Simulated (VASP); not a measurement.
A run of VASP 6.6.1 is set up as follows.

File INCAR:

```
PREC = Accurate
ENCUT = 520
EDIFF = 1E-6
ISMEAR = 0
SIGMA = 0.15
LREAL = False
LASPH = True
NELM = 100
ALGO = Fast
ISIF = 2
LWAVE = False
LCHARG = False
GGA = PS
NBANDS = 12
```

The input KPOINTS:

```
regular mesh
0
Gamma
  20 20 20
```

File POSCAR:

```
Ti
1.0
   -1.7814949655      1.7814949655      1.6049504194
    1.7814949655     -1.7814949655      1.6049504194
    1.4284058733      1.4284058733     -1.6049504194
Ti
1
Direct
    0.0000000000      0.0000000000      0.0000000000
```

Potentials or basis: VASP PAW PBE potentials, release 64 (Ti_sv).

Launch:

```sh
$ cat potpaw_PBE.64/Ti_sv/POTCAR > POTCAR
$ mpirun -np 1 vasp_std > vasp.out
```

Estimate the pressure.

0.3 GPa.

Predict the band gap on the k mesh.

zero (band 6 reaches 9.81 eV, above the bottom of band 7 at 7.89 eV).

Stress tensor (GPa, compression positive):
```
-0.80  5.73  0.00
 5.73 -0.80  0.00
 0.00  0.00  2.57
```

Caveat: the cell differs from its parent crystal (engineering shear strain xy -0.2200, normal strain along z +0.0000); the PAW data sets were made with another functional, which shifts forces and pressure a little.
